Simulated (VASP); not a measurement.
Wanted: the native input for a VASP 6.6.1 run.

| Property | Result |
| --- | --- |
| Task | single point |
| Functional | PBE |
| Dispersion | D3(BJ) |
| Potentials or basis | VASP PAW PBE potentials, release 64 (Ir) |
| Cutoff | 520 eV |
| k mesh | 4 × 4 × 1 |
| Occupations | gaussian, width 0.1 eV |
| Spin | no spin polarisation |
| Dipole correction | yes |
| Further INCAR settings | ALGO = Normal; EDIFF = 1e-06; NBANDS = 66 |

The structure of Ir lies in POSCAR:

```
Ir
1.0
    5.4313155572      0.0000000000      0.0000000000
   -2.7156577786      4.7036572485      0.0000000000
    0.0000000000      0.0000000000     24.7653505824
Ir
12
Direct
    0.3333333333      0.1666666667      0.3230319706
    0.3333333333      0.6666666667      0.3230319706
    0.8333333333      0.1666666667      0.3230319706
    0.8333333333      0.6666666667      0.3230319706
    0.6683020631      0.3342985591      0.4132140230
    0.6627977427      0.8315204394      0.4124580271
    0.1650517651      0.3315552160      0.4096514776
    0.1650957163      0.8336085039      0.4097764798
    0.0100680569      0.5050036298      0.5028292425
   -0.0011698495     -0.0004540821      0.4968035471
    0.5023928088      0.4996148598      0.4996645777
    0.5023894447      0.0028139234      0.4996370488
```

The input as run:

INCAR

```
SYSTEM = Ir
  PREC = Accurate
  ENCUT = 520
  EDIFF = 1E-6
  ISMEAR = 0
  SIGMA = 0.1
  LREAL = .FALSE.
  LASPH = .TRUE.
  NELM = 60
  ALGO = Normal
  ISIF = 2
  LWAVE = .FALSE.
  LCHARG = .FALSE.
  LDIPOL = .TRUE.
  IDIPOL = 3
  DIPOL = 0.5 0.5 0.411
  GGA = PE
  IVDW = 12
  NBANDS = 66
```

KPOINTS

```
Automatic mesh
0
G
  4 4 1
  0 0 0
```

Potentials or basis: VASP PAW PBE potentials, release 64 (Ir).

Run with:

```bash
$ cat potpaw_PBE.64/Ir/POTCAR > POTCAR
$ mpirun -np 1 vasp_std > vasp.out
```

It gave:

```json
{"Largest force": "0.971 eV/Å", "Band gap on the k mesh": "zero (band 54 reaches -0.48 eV, above the bottom of band 55 at -1.59 eV)", "Dispersion energy per atom": "-0.482 eV"}
```

Caveat: spin-orbit coupling is left out, which moves the levels of the heavy elements.

Run time: 21 min on 1 thread of Intel(R) Xeon(R) Platinum 8259CL CPU @ 2.50GHz (Skylake/Cascade Lake) (shared host), peak memory 0.79 GiB.
